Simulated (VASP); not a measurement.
Set up this calculation in VASP 6.6.1, as the native input.

* Task: single point
* Functional: PBEsol
* Potentials or basis: VASP PAW PBE potentials, release 64 (Sn_d, Se)
* Cutoff: 520 eV
* k mesh: 6 × 6 × 6
* Occupations: fermi-dirac, width 0.02 eV
* Spin: no spin polarisation
* Dipole correction: no
* Further INCAR settings: ALGO = Normal; EDIFF = 1e-06; NBANDS = 35

The structure of SnSe2 lies in POSCAR:

```
SnSe2
1.0
   -2.8061048653      2.8061048653      5.3351534643
    2.8061048653     -2.8061048653      5.3351534643
    2.8061048653      2.8061048653     -5.3351534643
Sn Se
2 4
Direct
    0.7500000000      0.2500000000      0.5000000000
    0.0000000000      0.0000000000      0.0000000000
    0.5116061967      0.0116061967      0.5000000000
    0.7616061967      0.7616061967      0.0000000000
    0.2383938033      0.2383938033      0.0000000000
    0.9883938033      0.4883938033      0.5000000000
```

These files were run (other wordings do the same):

INCAR

```
SYSTEM = SnSe2
ALGO     = Normal         ! electronic algorithm
EDIFF    = 1E-6           ! SCF threshold, eV
ENCUT    = 520            ! plane-wave cutoff, eV
GGA      = PS             ! functional
ISIF     = 2              ! what is computed and relaxed
ISMEAR   = -1             ! smearing method
LASPH    = .TRUE.         ! aspherical terms in the spheres
LCHARG   = .FALSE.        ! write CHGCAR
LREAL    = .FALSE.        ! projectors in reciprocal space
LWAVE    = .FALSE.        ! write WAVECAR
NBANDS   = 35             ! bands
NELM     = 60             ! most SCF steps
PREC     = Accurate       ! precision mode
SIGMA    = 0.02           ! smearing width, eV
```

KPOINTS

```
k-points
0
G
  6 6 6
  0 0 0
```

Potentials or basis: VASP PAW PBE potentials, release 64 (Sn_d, Se).

Run with:

```console
$ cat potpaw_PBE.64/Sn_d/POTCAR potpaw_PBE.64/Se/POTCAR > POTCAR
$ mpirun -np 1 vasp_std > vasp.out
```

Results of the run:

| Quantity | Value |
| --- | --- |
| Pressure | 0.1 GPa |
| Largest force | 0.015 eV/Å |
| Band gap on the k mesh | 0.18 eV, indirect (least direct gap 0.56 eV) |

Caveat: the PAW data sets were made with another functional, which shifts forces and pressure a little; spin-orbit coupling is left out, which moves the levels of the heavy elements.

Wall time 2.1 min on 1 thread of AMD EPYC 9R45 96-Core Processor (Zen 5), with other jobs on the host, peak memory 0.37 GiB.
